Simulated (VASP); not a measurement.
C, 2 atoms in the cell. Symmetry: Fd-3m, No. 227, cubic system. Conventional cell: a = 3.567 Å, b = 3.567 Å, c = 3.567 Å, α = 90.00°, β = 90.00°, γ = 90.00°. C (site symmetry -43m) has 4 C at 1.54 Å within 2.1 Å. 

| Item | Value |
| --- | --- |
| Program | VASP 6.6.1 |
| Task | single point |
| Functional | HSE06 |
| Potentials or basis | VASP PAW PBE potentials, release 64 (C) |
| Cutoff | 520 eV |
| k mesh | 8 × 8 × 8 |
| Occupations | gaussian, width 0.1 eV |
| Spin | no spin polarisation |
| Dipole correction | no |
| Grid for exact exchange (PRECFOCK) | Normal |
| Further INCAR settings | ALGO = Normal; EDIFF = 1e-07; NBANDS = 11 |
| Share of exact exchange | 0.25 |
| Screening parameter | 0.2079 1/Å |

Potentials or basis: VASP PAW PBE potentials, release 64 (C).

The run is started by

```console
$ cat potpaw_PBE.64/C/POTCAR > POTCAR
$ cp INCAR.step1 INCAR
$ mpirun -np 1 vasp_std > vasp.out
$ cp INCAR.step2 INCAR
$ mpirun -np 1 vasp_std > vasp.out
```

Hardware: 1 thread of AMD EPYC 7R43 64-Core Processor (Zen 3), on a shared host.

Task: How long does it take, and how much memory?

Result: Run time: 21 min on 1 thread of AMD EPYC 7R43 64-Core Processor (Zen 3) (shared host), peak memory 0.19 GiB. Counts: k points 29.
